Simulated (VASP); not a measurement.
Input of a VASP 6.6.1 run:

File INCAR:

```
PREC = Accurate
ENCUT = 520
EDIFF = 1E-6
ISMEAR = 0
SIGMA = 0.1
LREAL = F
LASPH = T
NELM = 150
ALGO = Fast
ISIF = 2
LWAVE = F
LCHARG = F
ISPIN = 2
MAGMOM = 0 0 0 0 0 1
LORBIT = 11
LMAXMIX = 4
GGA = PE
NBANDS = 28
```

The input KPOINTS:

```
Automatic mesh
0
Gamma
  6 6 2
```

Contents of POSCAR:

```
Al5Ru
1.0
    2.8956546457      0.0000000000      0.0000000000
   -1.4478273229      2.5077104838      0.0000000000
    0.0000000000      0.0000000000     13.1715583339
Al Ru
5 1
Direct
    0.0000000000      0.0000000000      0.6766776051
    0.3333333333      0.6666666667      0.8532265521
    0.3333333333      0.6666666667      0.1467734479
    0.0000000000      0.0000000000      0.3233223949
    0.3333333333      0.6666666667      0.5000000000
    0.6666666667      0.3333333333      0.0000000000
```

Potentials or basis: VASP PAW PBE potentials, release 64 (Al, Ru_pv).

The run is started by

```bash
$ cat potpaw_PBE.64/Al/POTCAR potpaw_PBE.64/Ru_pv/POTCAR > POTCAR
$ mpirun -np 1 vasp_std > vasp.out
```

Q: Predict the largest force.

A: 0.017 eV/Å.

Q: Predict the net moment.

A: 0.00 μB per cell.

Forces in eV/Å, atoms in the order of the input:
```
Al   0.000  0.000 -0.006
Al   0.000  0.000 -0.017
Al   0.000  0.000  0.017
Al   0.000  0.000  0.006
Al   0.000  0.000  0.000
Ru   0.000  0.000  0.000
```

Caveat: the k points lie up to 0.42 Å⁻¹ apart.
